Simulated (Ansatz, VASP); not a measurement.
**One calculation of Ga, two programs**

```
CELL_PARAMETERS angstrom
2.22875 -3.73715 0.00000
2.22875 3.73715 0.00000
0.00000 0.00000 4.41386
ATOMIC_POSITIONS crystal
Ga 0.65608 0.34392 0.41452
Ga 0.84392 0.15608 0.91452
Ga 0.34392 0.65608 0.58548
Ga 0.15608 0.84392 0.08548
```

Alike in both runs: functional LDA; k mesh 10 × 10 × 8; occupations gaussian, width 0.1 eV; no spin polarisation.

Ansatz relaxed the structure, and its values are those at the end. VASP's run is a single point on that final structure, the one shown.

```csv
,VASP,Ansatz
version,VASP 6.6.1,Ansatz 0.2.0
potentials or method,"VASP PAW LDA potentials, release 64 (Ga_d), cutoff 520 eV","scalar-relativistic, plane waves, PAW"
valence electrons in the cell,52,52
```

VASP gave:

* gap on the k mesh at the Fermi level (eV): none
* pressure (GPa): 0.2

**Question.** What did Ansatz give for the same quantities?

**Answer.** gap on the k mesh at the Fermi level (eV): none; pressure (GPa): 0.0.

Ansatz warns that its potentials were made for another functional, while VASP's fit it. LDA's correlation is that of Perdew and Zunger in VASP and of Perdew and Wang (1992) in Ansatz. A gap of «none» marks a metal or a gap that the smearing closes.
